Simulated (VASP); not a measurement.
A run of VASP 6.6.1:

The input INCAR:

```
SYSTEM = CuI
PREC = Accurate
ENCUT = 520
EDIFF = 1E-7
ISMEAR = -1
SIGMA = 0.05
LREAL = .FALSE.
LASPH = .TRUE.
NELM = 100
ALGO = Normal
ISIF = 2
LWAVE = .FALSE.
LCHARG = .TRUE.
GGA = PS
LELF = .TRUE.
LVHAR = .TRUE.
NBANDS = 26
```

The input KPOINTS:

```
Automatic mesh
0
G
  6 6 6
  0 0 0
```

Contents of POSCAR:

```
CuI
1.0
    7.2358860000      0.0000000000      0.0000000000
    6.0429411035      3.9800639472      0.0000000000
    6.0429411035      1.8112512373      3.5440482473
Cu I
2 2
Direct
    0.1293000000      0.1293000000      0.1293000000
    0.8707000000      0.8707000000      0.8707000000
    0.0000000000      0.0000000000      0.0000000000
    0.5000000000      0.5000000000      0.5000000000
```

Potentials or basis: VASP PAW PBE potentials, release 64 (Cu, I).

Run with:

```sh
$ cat potpaw_PBE.64/Cu/POTCAR potpaw_PBE.64/I/POTCAR > POTCAR
$ mpirun -np 1 vasp_std > vasp.out
```

Hardware: 1 thread of Intel(R) Xeon(R) 6975P-C (Granite Rapids) (shared host).

Question: Estimate the wall time of this run.

Answer: Wall time 2.2 min on 1 thread of Intel(R) Xeon(R) 6975P-C (Granite Rapids), with other jobs on the host, peak memory 0.41 GiB. Counts: scf iterations 17, k points 32.
